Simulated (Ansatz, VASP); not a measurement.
## One calculation of ZnTe2O3, two programs

INCAR

```
SYSTEM = ZnTe2O3
ALGO = Normal ; EDIFF = 1E-6
ENCUT = 520 ; GGA = PE
ISIF = 2 ; ISMEAR = 0
LASPH = .True. ; LCHARG = .False.
LREAL = .False. ; LWAVE = .False.
NBANDS = 30 ; NELM = 100
PREC = Accurate ; SIGMA = 0.1
```

File KPOINTS:

```
k-points
0
Gamma
  6 6 6
  0 0 0
```

POSCAR

```
ZnTe2O3
1.0
    2.6957264900      1.5563784200      4.3448836600
   -2.6957264900      1.5563784200      4.3448836600
    0.0000000000     -3.1127568300      4.3448836600
Zn Te O
1 2 3
Direct
    0.0000000000      0.0000000000      0.0000000000
    0.6257100100      0.6257100100      0.6257100100
    0.3742899900      0.3742899900      0.3742899900
    0.0000000000      0.5000000000      0.0000000000
    0.5000000000      0.0000000000      0.0000000000
    0.0000000000      0.0000000000      0.5000000000
```

Input for Ansatz:

```yaml
crystal:
  lattice:
    - [2.69572649, 1.55637842, 4.34488366]
    - [-2.69572649, 1.55637842, 4.34488366]
    - [0.0, -3.11275683, 4.34488366]
  atoms:
    - { symbol: Zn, position: [0.0, 0.0, 0.0] }
    - { symbol: Te, position: [0.62571001, 0.62571001, 0.62571001] }
    - { symbol: Te, position: [0.37428999, 0.37428999, 0.37428999] }
    - { symbol: O, position: [0.0, 0.5, 0.0] }
    - { symbol: O, position: [0.5, 0.0, 0.0] }
    - { symbol: O, position: [0.0, 0.0, 0.5] }
basis:
  ecutwfc: 420
kpoints:
  mp_grid: { grid: [6, 6, 6] }
hamiltonian:
  xc: pbe
scf:
  occupations: { method: gaussian, width: 0.1 }
  lower_state_search: "off"
output:
  forces: true
  stress: true
  eigenvalues: true
```

Change from the starting cell: species swapped into the Ce2Al3Fe type (R-3m, No. 166).

Alike in both runs: task single point; functional PBE; k mesh 6 × 6 × 6; occupations gaussian, width 0.1 eV; no spin polarisation.

```csv
,VASP,Ansatz
version,VASP 6.6.1,Ansatz 0.2.0
potentials or method,"VASP PAW PBE potentials, release 64 (Zn, Te, O), cutoff 520 eV","scalar-relativistic, plane waves, PAW"
valence electrons in the cell,42,62
```

```csv
,VASP,Ansatz,Ansatz less VASP
gap on the k mesh at the Fermi level (eV),none,none,-
pressure (GPa),-13.8,-13.8,+0.07
"traceless stress, the component that is largest in VASP (GPa)",-8.42,-8.44,-0.021
rms of the force components (eV/Å),0.031,0.030,-0.0008
```

Atom by atom the forces differ by 0.001 eV/Å (rms over components). A gap of «none» marks a metal or a gap that the smearing closes. VASP's potentials hold 42 valence electrons a cell and Ansatz's 62, so a difference there can come from the potentials and not from the codes.

Spin-orbit coupling is off throughout.
